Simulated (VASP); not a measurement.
# Sb (Pm-3m) in VASP: a series of runs, part 2 of 2

VASP 6.6.1. The steps go on from the part before.

### Step 3. Relaxation of cell and atoms, r2SCAN

This run uses another cell than the first one, of 29.46 Å³/atom.

POSCAR reads:

```
Sb
1.0
    3.0883753545      0.0000000000      0.0000000000
    0.0000000000      3.0883753545      0.0000000000
    0.0000000000      0.0000000000      3.0883753545
Sb
1
Direct
    0.0000000000      0.0000000000      0.0000000000
```

INCAR.step1 reads:

```
  PREC = Accurate
  ENCUT = 600
  ISMEAR = -1
  SIGMA = 0.15
  LREAL = F
  LASPH = T
  NELM = 80
  GGA = PE
  ALGO = Normal
  EDIFF = 1E-4
  LWAVE = T
  LCHARG = F
```

INCAR.step2 reads:

```
  PREC = Accurate
  ENCUT = 600
  EDIFF = 1E-6
  ISMEAR = -1
  SIGMA = 0.15
  LREAL = F
  LASPH = T
  NELM = 80
  ALGO = Normal
  ISIF = 3
  LWAVE = F
  LCHARG = F
  METAGGA = R2SCAN
  LMIXTAU = T
  IBRION = 2
  NSW = 80
  EDIFFG = -0.001
  ISTART = 1
```

KPOINTS reads:

```
regular mesh
0
Gamma
  14 14 14
```

Potentials or basis: VASP PAW PBE potentials, release 64 (Sb).

The run is started by

```sh
cat potpaw_PBE.64/Sb/POTCAR > POTCAR
cp INCAR.step1 INCAR
mpirun -np 1 vasp_std > vasp.out
cp INCAR.step2 INCAR
mpirun -np 1 vasp_std > vasp.out
```

OUTCAR:

```text
PREC = Accurate
   ENCUT = 600
   EDIFF = 1E-6
   ISMEAR = -1
   LREAL = F
   LASPH = T
   NELM = 80
   ISIF = 3
   METAGGA = R2SCAN
   IBRION = 2
   NSW = 80
   EDIFFG = -0.001
   ISTART = 1

 ion  position               nearest neighbor table
   1  0.000  0.000  0.000-

  LATTYP: Found a simple cubic cell.
 ALAT       =     3.0883753545

  Lattice vectors:

 A1 = (   3.0883753545,   0.0000000000,   0.0000000000)
 A2 = (   0.0000000000,   3.0883753545,   0.0000000000)
 A3 = (   0.0000000000,   0.0000000000,   3.0883753545)

Analysis of symmetry for initial positions (statically):
=====================================================================
 Subroutine PRICEL returns:
 Original cell was already a primitive cell.

 Routine SETGRP: Setting up the symmetry group for a
 simple cubic supercell.

 Subroutine GETGRP returns: Found 48 space group operations
 (whereof 48 operations were pure point group operations)
 out of a pool of 48 trial point group operations.

The static configuration has the point symmetry O_h .

Analysis of symmetry for dynamics (positions and initial velocities):
=====================================================================
 Subroutine PRICEL returns:
 Original cell was already a primitive cell.

 Routine SETGRP: Setting up the symmetry group for a
 simple cubic supercell.

 Subroutine GETGRP returns: Found 48 space group operations
 (whereof 48 operations were pure point group operations)
 out of a pool of 48 trial point group operations.

The dynamic configuration has the point symmetry O_h .

 Subroutine INISYM returns: Found 48 space group operations
 (whereof 48 operations are pure point group operations),
 and found     1 'primitive' translations

----------------------------------------------------------------------------------------

                                     Primitive cell

  volume of cell :      29.4571

  direct lattice vectors                    reciprocal lattice vectors
     3.088375355  0.000000000  0.000000000     0.323794839  0.000000000  0.000000000
     0.000000000  3.088375355  0.000000000     0.000000000  0.323794839  0.000000000
     0.000000000  0.000000000  3.088375355     0.000000000  0.000000000  0.323794839

  length of vectors
     3.088375355  3.088375355  3.088375355     0.323794839  0.323794839  0.323794839

  position of ions in fractional coordinates (direct lattice)
     0.000000000  0.000000000  0.000000000

  ion indices of the primitive-cell ions
   primitive index   ion index
                 1           1

----------------------------------------------------------------------------------------

 KPOINTS: regular mesh

Automatic generation of k-mesh.
 Grid dimensions read from file:
 generate k-points for:   14   14   14

 Generating k-lattice:

  Cartesian coordinates                     Fractional coordinates (reciprocal lattice)
     0.023128203  0.000000000  0.000000000     0.071428571  0.000000000  0.000000000
     0.000000000  0.023128203  0.000000000     0.000000000  0.071428571  0.000000000
     0.000000000  0.000000000  0.023128203     0.000000000  0.000000000  0.071428571

  Length of vectors
     0.023128203  0.023128203  0.023128203

  Shift w.r.t. Gamma in fractional coordinates (k-lattice)
     0.000000000  0.000000000  0.000000000

 Subroutine IBZKPT returns following result:
 ===========================================

 Found    120 irreducible k-points:

 Following reciprocal coordinates:
            Coordinates               Weight
  0.000000  0.000000  0.000000      1.000000
  0.071429  0.000000  0.000000      6.000000
  0.142857  0.000000  0.000000      6.000000
  0.214286  0.000000  0.000000      6.000000
  0.285714  0.000000  0.000000      6.000000
  0.357143  0.000000  0.000000      6.000000
[... 16 lines left out ...]
  0.285714  0.214286  0.000000     24.000000
  0.357143  0.214286  0.000000     24.000000
 [... further k-points ...]
   k-points           NKPTS =    120   k-points in BZ     NKDIM =    120   number of bands    NBANDS=      6
   number of dos      NEDOS =    301   number of ions     NIONS =      1
   total plane-waves  NPLWV =  21952
   dimension x,y,z NGX =    28 NGY =   28 NGZ =   28
   dimension x,y,z NGXF=    56 NGYF=   56 NGZF=   56
   ions per type =               1
   NGX,Y,Z   is equivalent  to a cutoff of  15.07, 15.07, 15.07 a.u.
   NGXF,Y,Z  is equivalent  to a cutoff of  30.14, 30.14, 30.14 a.u.
 SYSTEM =  unknown system
   PREC   = accura    normal or accurate (medium, high low for compatibility)
   ISTART =      1    job   : 0-new  1-cont  2-samecut
   ICHARG =      0    charge: 1-file 2-atom 10-const
   ISPIN  =      1    spin polarized calculation?
   LNONCOLLINEAR =      F non collinear calculations
   LSORBIT =      F    spin-orbit coupling
   LASPH  =      T    aspherical Exc in radial PAW
   ENCUT  =  600.0 eV  44.10 Ry    6.64 a.u.   6.17  6.17  6.17*2*pi/ulx,y,z
   NELM   =     80;   NELMIN=  2; NELMDL=  0     # of ELM steps
   EDIFF  = 0.1E-05   stopping-criterion for ELM
   LREAL  =      F    real-space projection
   EDIFFG = -.1E-02   stopping-criterion for IOM
   NSW    =     80    number of steps for IOM
   IBRION =      2    ionic relax: 0-MD 1-quasi-New 2-CG
   NFREE  =      1    steps in history (QN), initial steepest desc. (CG)
   ISIF   =      3    stress and relaxation
   ISYM   =      2    0-nonsym 1-usesym 2-fastsym
   POTIM  = 0.5000    time-step for ionic-motion
   TEBEG  =    0.0;   TEEND  =   0.0 temperature during run
   PSTRESS=    0.0 pullay stress
   NELECT =       5.0000    total number of electrons
   NUPDOWN=      -1.0000    fix difference up-down
   EMIN   =  10.00;   EMAX   =-10.00  energy-range for DOS
   EFERMI =   0.00;   METHOD = LEGACY
   ISMEAR =    -1;   SIGMA  =   0.15  broadening in eV -4-tet -1-fermi 0-gaus
   EFERMI_NEDOS =   21; number of points for ismear=-14 and -15
   IALGO  =     38    algorithm
   IMIX   =      4    mixing-type and parameters
     AMIX     =   0.40;   BMIX     =  1.00
     AMIX_MAG =   1.60;   BMIX_MAG =  1.00
  volume/ion in A,a.u.               =      29.46       198.79
  Fermi-wavevector in a.u.,A,eV,Ry     =   0.906431  1.712906 11.178780  0.821617
  Thomas-Fermi vector in A             =   2.030118
   LORBIT       =      0    0 simple, 1 ext, 2 COOP (PROOUT), +10 PAW based schemes
   METAGGA = R2SCAN    functional components
   LHFCALC =     F    Hartree Fock is set to
   AEXX    =    0.0000 exact exchange contribution
   IVDW    =     0    specifies the selected vdW correction
   LEPSILON=     F    determine dielectric tensor
   LRPA    =     F    only Hartree local field effects (RPA)
 conjugate gradient relaxation of ions
 non-spin polarized calculation
  energy-cutoff  :      600.00
  volume of cell :       29.46
 maximum number of plane-waves:      1021
 NGX is ok and might be reduce to    28
   NGX = 13   NGY = 13   NGZ = 13

--------------------------------------- Ionic step        1  -------------------------------------------

 number of electron       5.0000000 magnetization

 Free energy of the ion-electron system (eV)
  ---------------------------------------------------
  ext. energy  EPLUGINS =         0.00000000
  ---------------------------------------------------
  free energy    TOTEN  =       -25.66281032 eV

  energy without entropy =      -25.62865222  energy(sigma->0) =      -25.64573127

------------------------ aborting loop because EDIFF is reached ----------------------------------------

  FORCE on cell =-STRESS in cart. coord.  units (eV):
  Direction    XX          YY          ZZ          XY          YZ          ZX
  --------------------------------------------------------------------------------------
  -------------------------------------------------------------------------------------
  Total        0.0020765      0.0020765      0.0020765     -0.0000000     -0.0000000      0.0000000
  in kB        0.1129389      0.1129389      0.1129389     -0.0000000     -0.0000000      0.0000000
  external PRESSURE =       0.1129389 kB  Pullay stress =       0.0000000 kB
[... 162 lines left out ...]
--------------------------------------- Ionic step        6  -------------------------------------------

 number of electron       5.0000000 magnetization

 Free energy of the ion-electron system (eV)
  ---------------------------------------------------
  ext. energy  EPLUGINS =         0.00000000
  ---------------------------------------------------
  free energy    TOTEN  =       -25.66281048 eV

  energy without entropy =      -25.62864356  energy(sigma->0) =      -25.64572702

 E-fermi :   7.1862     XC(G=0): -10.1634

 val. band max:        7.1818064864   @ k =   0.5000   0.2857   0.2857
 cond. band min:       7.2016174552   @ k =   0.2857   0.2143   0.0000
 fundamental gap:      0.0198109688
 Fermi energy:         7.1861955751

 k-point     1 :       0.0000    0.0000    0.0000
  band No.  band energies     occupation
      1      -5.8572      2.00000
      2      10.6901      0.00000
      3      10.6901      0.00000
      4      10.6901      0.00000
      5      14.4736      0.00000
      6      14.4736      0.00000
[... 199 lines left out ...]
 k-point    24 :       0.3571    0.2143    0.0000
  band No.  band energies     occupation
      1      -3.3406      2.00000
      2       3.4383      2.00000
      3       7.7055      0.06082
      4      12.9985      0.00000
      5      14.7566      0.00000
      6      17.3649      0.00000

 [... further k-points ...]
[... 5 lines left out ...]
  --------------------------------------------------------------------------------------
  -------------------------------------------------------------------------------------
  Total       -0.0001808     -0.0001808     -0.0001808      0.0000000     -0.0000000      0.0000000
  in kB       -0.0098282     -0.0098282     -0.0098282      0.0000000     -0.0000000      0.0000000
  external PRESSURE =      -0.0098282 kB  Pullay stress =       0.0000000 kB
[... 16 lines left out ...]
  FREE ENERGIE OF THE ION-ELECTRON SYSTEM (eV)
  ---------------------------------------------------
  free  energy   TOTEN  =       -25.6628104751 eV

  energy  without entropy=      -25.6286435584  energy(sigma->0) =      -25.64572702

 reached required accuracy - stopping structural energy minimisation
```

OSZICAR.step1:

```text
N       E                     dE             d eps       ncg     rms          rms(c)
DAV:   1     0.925094141638E+01    0.92509E+01   -0.17846E+03  1440   0.619E+02
DAV:   2    -0.386852679248E+01   -0.13119E+02   -0.12347E+02  2088   0.761E+01
DAV:   3    -0.410745118030E+01   -0.23892E+00   -0.23704E+00  1704   0.112E+01
DAV:   4    -0.410863261024E+01   -0.11814E-02   -0.11812E-02  2100   0.101E+00
DAV:   5    -0.410863518473E+01   -0.25745E-05   -0.25749E-05  1884   0.322E-02    0.198E+00
DAV:   6    -0.411119030381E+01   -0.25551E-02   -0.65753E-04  1854   0.248E-01    0.118E+00
DAV:   7    -0.411297377365E+01   -0.17835E-02   -0.16976E-03  1692   0.388E-01    0.764E-02
DAV:   8    -0.411302868666E+01   -0.54913E-04   -0.64540E-05  1776   0.742E-02
   1 F= -.41130287E+01 E0= -.40946532E+01  d E =-.367510E-01
```

Run time: 2.4 min. Hardware: 1 thread of Intel Xeon Platinum 8488C (Sapphire Rapids), shared host; peak memory 0.19 GiB.

Results:

* Free energy: -25.6628 eV
* Relaxed volume: 29.47 Å³/atom
* Relaxed cell: a = 3.089 Å, b = 3.089 Å, c = 3.089 Å, α = 90.00°, β = 90.00°, γ = 90.00°
* Space group after relaxing (to 0.1 Å): Pm-3m (No. 221)
* Energy gained by relaxing: 0.0 meV/atom
* Ionic steps: 6
* Pressure after relaxing: 0.0 GPa
* Band gap on the k mesh: zero (an odd number of electrons rules out a gap without spin polarisation)

Final structure:
```yaml
crystal:
  lattice:
    - [3.08871, 0.00000, 0.00000]
    - [0.00000, 3.08871, 0.00000]
    - [0.00000, 0.00000, 3.08871]
  atoms:
    - { symbol: Sb, position: [0.00000, 0.00000, 0.00000] }
```

Levels at points of the mesh, in eV from the Fermi level:
```csv
k point,band 1,band 2,band 3,band 4,band 5,band 6
"(0.00, 0.00, 0.00)",-13.04,3.50,3.50,3.50,7.29,7.29
"(0.50, 0.00, 0.00)",-10.43,-5.92,5.68,5.68,9.40,11.40
"(0.50, 0.50, 0.00)",-7.59,-3.81,-3.81,2.46,7.94,13.63
"(0.50, 0.50, 0.50)",-4.35,-1.80,-1.80,-1.80,5.19,5.19
```

Caveat: the PAW data sets were made with another functional, which shifts forces and pressure a little; spin-orbit coupling is left out, which moves the levels of the heavy elements.
